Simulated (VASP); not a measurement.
Wanted: the native input for a VASP 6.6.1 run.

- Task: single point
- Functional: PBE
- Potentials or basis: VASP PAW PBE potentials, release 64 (Zn, Se)
- Cutoff: 500 eV
- k mesh: 8 × 6 × 8
- Occupations: gaussian, width 0.02 eV
- Spin: no spin polarisation
- Dipole correction: no
- Further INCAR settings: ALGO = Normal; EDIFF = 1e-06; NBANDS = 26

The structure of ZnSe (ha.eA) lies in POSCAR:

```
ZnSe
1.0
    4.0538030775      0.0000000000      0.0000000000
    0.0000000000      5.7329433110      0.0000000000
    0.0000000000      0.0000000000      4.0538030775
Zn Se
2 2
Direct
    0.0000000000      0.0000000000      0.0000000000
    0.5000000000      0.5000000000      0.5000000000
    0.5000000000      0.2500000000      0.0000000000
    0.0000000000      0.7500000000      0.5000000000
```

One way to write it, as run:

INCAR

```
ALGO     = Normal         # electronic algorithm
EDIFF    = 1E-6           # SCF threshold, eV
ENCUT    = 500            # plane-wave cutoff, eV
GGA      = PE             # functional
GGA_COMPAT= False        
ISIF     = 2              # what is computed and relaxed
ISMEAR   = 0              # smearing method
LASPH    = True           # aspherical terms in the spheres
LCHARG   = False          # write CHGCAR
LREAL    = False          # projectors in reciprocal space
LWAVE    = False          # write WAVECAR
NBANDS   = 26             # bands
NELM     = 120            # most SCF steps
PREC     = Accurate       # precision mode
SIGMA    = 0.02           # smearing width, eV
```

KPOINTS

```
k-points
0
Gamma
  8 6 8
```

Potentials or basis: VASP PAW PBE potentials, release 64 (Zn, Se).

The run is started by

```bash
$ cat potpaw_PBE.64/Zn/POTCAR potpaw_PBE.64/Se/POTCAR > POTCAR
$ mpirun -np 1 vasp_std > vasp.out
```

Results of the run:

```json
{
  "Pressure": "0.2 GPa",
  "Band gap on the k mesh": "1.15 eV"
}
```

Run time: 3.3 min on 1 thread of AMD EPYC 7R13, on a shared host, peak memory 0.23 GiB.
